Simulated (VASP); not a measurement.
Wanted: the native input for a VASP 6.6.1 run.

```yaml
Task: single point
Functional: r2SCAN
Potentials_or_basis: VASP PAW PBE potentials, release 64 (Li_sv, Be)
Cutoff: 520 eV
k_mesh: 7 × 7 × 7
Occupations: fermi-dirac, width 0.1 eV
Spin: no spin polarisation
Dipole_correction: no
Further_INCAR_settings: ALGO = Normal; EDIFF = 1e-06; NBANDS = 10
```

Crystal: LiBe.

```
Li Be
1.0
     2.80804    0.02159    0.00696
     0.02159    2.80129    0.00898
     0.00696    0.00898    2.80327
Li Be
1 1
Direct
  0.02485 0.03291 0.03548
  0.48461 0.49538 0.53260
```

One way to write it, as run:

POSCAR

```
LiBe
1.0
    2.8080400000      0.0215900000      0.0069600000
    0.0215900000      2.8012900000      0.0089800000
    0.0069600000      0.0089800000      2.8032700000
Li Be
1 1
Direct
    0.0248500000      0.0329100000      0.0354800000
    0.4846100000      0.4953800000      0.5326000000
```

INCAR.step1

```
ALGO     = Normal         # electronic algorithm
EDIFF    = 1E-4           # SCF threshold, eV
ENCUT    = 520            # plane-wave cutoff, eV
GGA      = PE             # functional
ISMEAR   = -1             # smearing method
LASPH    = T              # aspherical terms in the spheres
LCHARG   = F              # write CHGCAR
LREAL    = F              # projectors in reciprocal space
LWAVE    = T              # write WAVECAR
NBANDS   = 10             # bands
NELM     = 60             # most SCF steps
PREC     = Accurate       # precision mode
SIGMA    = 0.1            # smearing width, eV
```

INCAR.step2

```
ALGO     = Normal         # electronic algorithm
EDIFF    = 1E-6           # SCF threshold, eV
ENCUT    = 520            # plane-wave cutoff, eV
ISIF     = 2              # what is computed and relaxed
ISMEAR   = -1             # smearing method
ISTART   = 1            
LASPH    = T              # aspherical terms in the spheres
LCHARG   = F              # write CHGCAR
LMIXTAU  = T            
LREAL    = F              # projectors in reciprocal space
LWAVE    = F              # write WAVECAR
METAGGA  = R2SCAN         # meta-GGA
NBANDS   = 10             # bands
NELM     = 60             # most SCF steps
PREC     = Accurate       # precision mode
SIGMA    = 0.1            # smearing width, eV
```

KPOINTS

```
k-points
0
Gamma
  7 7 7
```

Potentials or basis: VASP PAW PBE potentials, release 64 (Li_sv, Be).

Command:

```sh
$ cat potpaw_PBE.64/Li_sv/POTCAR potpaw_PBE.64/Be/POTCAR > POTCAR
$ cp INCAR.step1 INCAR
$ mpirun -np 1 vasp_std > vasp.out
$ cp INCAR.step2 INCAR
$ mpirun -np 1 vasp_std > vasp.out
```

It gave:

```yaml
Largest_force: 0.741 eV/Å
Band_gap_on_the_k_mesh: zero (an odd number of electrons rules out a gap without spin polarisation)
```

Caveat: the PAW data sets were made with another functional, which shifts forces and pressure a little.

It took 2.8 min on 1 thread of Intel Xeon 8259CL, with other jobs on the host, peak memory 0.17 GiB.
